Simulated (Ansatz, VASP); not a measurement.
**Two plane-wave programs on BeSe5**

INCAR

```
PREC = Accurate ; ENCUT = 600
EDIFF = 1E-7 ; ISMEAR = 0
SIGMA = 0.1 ; LREAL = F
LASPH = T ; NELM = 60
ALGO = Normal ; ISIF = 3
LWAVE = F ; LCHARG = F
GGA = PE ; IBRION = 2
NSW = 100 ; EDIFFG = -0.01
```

The input KPOINTS:

```
regular mesh
0
Gamma
  8 8 8
```

Contents of POSCAR:

```
BeSe5
1.0
    0.0000000000      4.0138568227      4.0138568227
    4.0138568227      0.0000000000      4.0138568227
    4.0138568227      4.0138568227      0.0000000000
Be Se
1 5
Direct
    0.7500000000      0.7500000000      0.7500000000
    0.1239237698      0.1239237698      0.6282286907
    0.6282286907      0.1239237698      0.1239237698
    0.1239237698      0.1239237698      0.1239237698
    0.1239237698      0.6282286907      0.1239237698
    0.5000000000      0.5000000000      0.5000000000
```

Input for Ansatz:

```yaml
crystal:
  lattice:
    - [0.0, 4.0138568227, 4.0138568227]
    - [4.0138568227, 0.0, 4.0138568227]
    - [4.0138568227, 4.0138568227, 0.0]
  atoms:
    - { symbol: Be, position: [0.75, 0.75, 0.75] }
    - { symbol: Se, position: [0.1239237698, 0.1239237698, 0.6282286907] }
    - { symbol: Se, position: [0.6282286907, 0.1239237698, 0.1239237698] }
    - { symbol: Se, position: [0.1239237698, 0.1239237698, 0.1239237698] }
    - { symbol: Se, position: [0.1239237698, 0.6282286907, 0.1239237698] }
    - { symbol: Se, position: [0.5, 0.5, 0.5] }
basis:
  ecutwfc: 420
kpoints:
  mp_grid: { grid: [8, 8, 8] }
hamiltonian:
  xc: pbe
scf:
  occupations: { method: gaussian, width: 0.1 }
output:
  forces: true
  stress: true
  eigenvalues: true
  write_density: true
  write_potential: true
  elf: true
  volumetric_format: npy
relax:
  adjacent_minimum: "off"
  f_tol: 0.01
  max_steps: 80
  cell: { stress_tol: 0.05 }
```

Change from the starting cell: species swapped into the Be5Fe type (F-43m, No. 216).

Alike in both runs: task relaxation of cell and atoms; functional PBE; k mesh 8 × 8 × 8; occupations gaussian, width 0.1 eV; no spin polarisation.

```csv
,VASP,Ansatz
version,VASP 6.6.1,Ansatz 0.2.0
potentials or method,"VASP PAW PBE potentials, release 64 (Be, Se), cutoff 600 eV","scalar-relativistic, plane waves, PAW"
valence electrons in the cell,32,82
```

```csv
,VASP,Ansatz,Ansatz less VASP
"gap on the k mesh at the Fermi level, each at its own relaxed structure (eV)",none,none,-
relaxed volume (Å³/atom),21.13,21.13,+0.001
relaxed cell length with the largest relative difference (Å),5.639,5.639,+0.0001
```

A gap of «none» marks a metal or a gap that the smearing closes. VASP's potentials hold 32 valence electrons a cell and Ansatz's 82, so a difference there can come from the potentials and not from the codes.
